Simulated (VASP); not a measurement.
# AlN (P2_1) in VASP: further runs, part 2 of 2

VASP 6.6.1. The steps go on from the part before.

## (4) Single point, LDA

This run uses another cell than the first one, of 9.96 Å³/atom, 1.026 times its volume.

INCAR

```
SYSTEM = AlN
PREC = Accurate
ENCUT = 520
EDIFF = 1E-7
ISMEAR = 0
SIGMA = 0.05
LREAL = .False.
LASPH = .True.
NELM = 100
ALGO = Normal
ISIF = 2
LWAVE = .False.
LCHARG = .False.
GGA = CA
NBANDS = 16
```

KPOINTS

```
Automatic mesh
0
Gamma
  9 9 6
  0 0 0
```

POSCAR

```
AlN
1.0
    3.0629797860      0.0000000000      0.0000000000
   -1.5314898930      2.6526183059      0.0000000000
    0.0000000000      0.0000000000      4.9025525410
Al N
2 2
Direct
    0.3240411434      0.6666666667      0.0015210182
    0.6759588566      0.3333333333      0.5015210182
    0.3416263521      0.6666666667      0.3834789818
    0.6583736479      0.3333333333      0.8834789818
```

Potentials or basis: VASP PAW LDA potentials, release 64 (Al, N).

Launch:

```
cat potpaw_LDA.64/Al/POTCAR potpaw_LDA.64/N/POTCAR > POTCAR
mpirun -np 1 vasp_std > vasp.out
```

OUTCAR:

```text
SYSTEM = AlN
   PREC = Accurate
   ENCUT = 520
   EDIFF = 1E-7
   ISMEAR = 0
   LREAL = .False.
   LASPH = .True.
   NELM = 100
   ISIF = 2
   GGA = CA

 ion  position               nearest neighbor table
   1  0.324  0.667  0.002-   4 1.86   4 1.86   4 1.86   3 1.87   2 2.99   2 2.99   2 3.02   2 3.02
                             2 3.05   2 3.05
   2  0.676  0.333  0.502-   3 1.86   3 1.86   3 1.86   4 1.87   1 2.99   1 2.99   1 3.02   1 3.02
                             1 3.05   1 3.05
   3  0.342  0.667  0.383-   2 1.86   2 1.86   2 1.86   1 1.87
   4  0.658  0.333  0.883-   1 1.86   1 1.86   1 1.86   2 1.87

  LATTYP: Found a hexagonal cell.
 ALAT       =     3.0629797860
 C/A-ratio  =     1.6005827278

  Lattice vectors:

 A1 = (   3.0629797860,   0.0000000000,   0.0000000000)
 A2 = (  -1.5314898930,   2.6526183059,   0.0000000000)
 A3 = (   0.0000000000,   0.0000000000,   4.9025525410)

Analysis of symmetry for initial positions (statically):
=====================================================================
 Subroutine PRICEL returns:
 Original cell was already a primitive cell.

 Routine SETGRP: Setting up the symmetry group for a
 hexagonal supercell.

 Subroutine GETGRP returns: Found  2 space group operations
 (whereof  1 operations were pure point group operations)
[... 170 lines left out ...]
 E-fermi :   6.5870     XC(G=0): -11.4537

 val. band max:        6.3686316062   @ k =   0.0000   0.0000   0.0000
 cond. band min:      11.0085697046   @ k =   0.0000   0.0000   0.0000
 fundamental gap:      4.6399380983
 Fermi energy:         6.5870171571

 k-point     1 :       0.0000    0.0000    0.0000
  band No.  band energies     occupation
      1      -8.9651      2.00000
      2      -6.5898      2.00000
      3       0.0934      2.00000
      4       5.4488      2.00000
      5       5.4781      2.00000
      6       6.0830      2.00000
[... 433 lines left out ...]
      3       1.2573      2.00000
      4       2.3343      2.00000
      5       2.4598      2.00000
      6       3.9039      2.00000
[... 8 lines left out ...]
     15      18.9169      0.00000
     16      21.4306      0.00000

 [... further k-points ...]
[... 5 lines left out ...]
  --------------------------------------------------------------------------------------
  -------------------------------------------------------------------------------------
  Total        1.5773801      1.5988495      1.4849270     -0.0144202      0.0000000      0.0000000
  in kB       63.4462238     64.3097783     59.7275275     -0.5800184      0.0000000      0.0000000
  external PRESSURE =      62.4945099 kB  Pullay stress =       0.0000000 kB

 VOLUME and BASIS-vectors are now :
 -----------------------------------------------------------------------------
  energy-cutoff  :      520.00
  volume of cell :       39.83
      direct lattice vectors                 reciprocal lattice vectors
     3.062979786  0.000000000  0.000000000     0.326479464  0.188493007  0.000000000
    -1.531489893  2.652618306  0.000000000     0.000000000  0.376986013  0.000000000
     0.000000000  0.000000000  4.902552541     0.000000000  0.000000000  0.203975376

 POSITION                                       TOTAL-FORCE (eV/Angst)
 -----------------------------------------------------------------------------------
     -0.02846      1.76841      0.00746         0.164758      0.004107     -0.004559
      1.55995      0.88421      2.45873        -0.164758     -0.004107     -0.004559
      0.02540      1.76841      1.88003        -0.069114      0.001717      0.004559
      1.50609      0.88421      4.33130         0.069114     -0.001717      0.004559
 -----------------------------------------------------------------------------------
    total drift:                                0.000000      0.000000      0.000371

  FREE ENERGIE OF THE ION-ELECTRON SYSTEM (eV)
  ---------------------------------------------------
  free  energy   TOTEN  =       -32.8125701127 eV

  energy  without entropy=      -32.8125701127  energy(sigma->0) =      -32.81257011
```

OSZICAR:

```text
N       E                     dE             d eps       ncg     rms          rms(c)
DAV:   1     0.359874636679E+02    0.35987E+02   -0.73959E+03  5248   0.898E+02
DAV:   2    -0.350787021136E+02   -0.71066E+02   -0.65525E+02  7232   0.179E+02
DAV:   3    -0.380590433384E+02   -0.29803E+01   -0.29727E+01  6488   0.374E+01
DAV:   4    -0.380733735071E+02   -0.14330E-01   -0.14329E-01  6600   0.311E+00
DAV:   5    -0.380735137838E+02   -0.14028E-03   -0.14028E-03  6544   0.300E-01    0.126E+01
DAV:   6    -0.329341611450E+02    0.51394E+01   -0.11471E+01  5488   0.243E+01    0.446E+00
DAV:   7    -0.328738233822E+02    0.60338E-01   -0.53499E-01  6656   0.483E+00    0.288E+00
DAV:   8    -0.328153736957E+02    0.58450E-01   -0.65706E-02  5536   0.215E+00    0.333E-01
DAV:   9    -0.328124764032E+02    0.28973E-02   -0.51856E-03  6600   0.520E-01    0.212E-01
DAV:  10    -0.328126145782E+02   -0.13818E-03   -0.55140E-04  6048   0.149E-01    0.999E-02
DAV:  11    -0.328125705302E+02    0.44048E-04   -0.81871E-05  6240   0.670E-02    0.176E-02
DAV:  12    -0.328125702391E+02    0.29104E-06   -0.12994E-06  6520   0.872E-03    0.468E-03
DAV:  13    -0.328125701125E+02    0.12662E-06   -0.52454E-07  6560   0.524E-03    0.783E-04
DAV:  14    -0.328125701127E+02   -0.19008E-09   -0.87246E-09  3024   0.734E-04
   1 F= -.32812570E+02 E0= -.32812570E+02  d E =-.301140E-12
```

stdout:

```text
POSCAR found type information on POSCAR AlN
 POSCAR found :  2 types and       4 ions
 scaLAPACK will be used
 LDA part: xc-table for (Slater(with rela. corr.)+CA(PZ))
 , standard interpolation
 POSCAR, INCAR and KPOINTS ok, starting setup
 FFT: planning ... GRIDC
 FFT: planning ... GRID_SOFT
 FFT: planning ... GRID
 WAVECAR not read
 entering main loop
```

Run time: 28 s. Hardware: 1 thread of Intel Xeon 6975P-C (Granite Rapids), shared host; peak memory 0.2 GiB.

Results:

- Free energy: -32.8126 eV
- Pressure: 6.2 GPa
- Largest force: 0.165 eV/Å
- Band gap on the k mesh: 4.64 eV, direct

Forces on the atoms (eV/Å):
```
Al   0.165  0.004 -0.005
Al  -0.165 -0.004 -0.005
N   -0.069  0.002  0.005
N    0.069 -0.002  0.005
```

Stress tensor (GPa, compression positive):
```
 6.34 -0.06  0.00
-0.06  6.43  0.00
 0.00  0.00  5.97
```
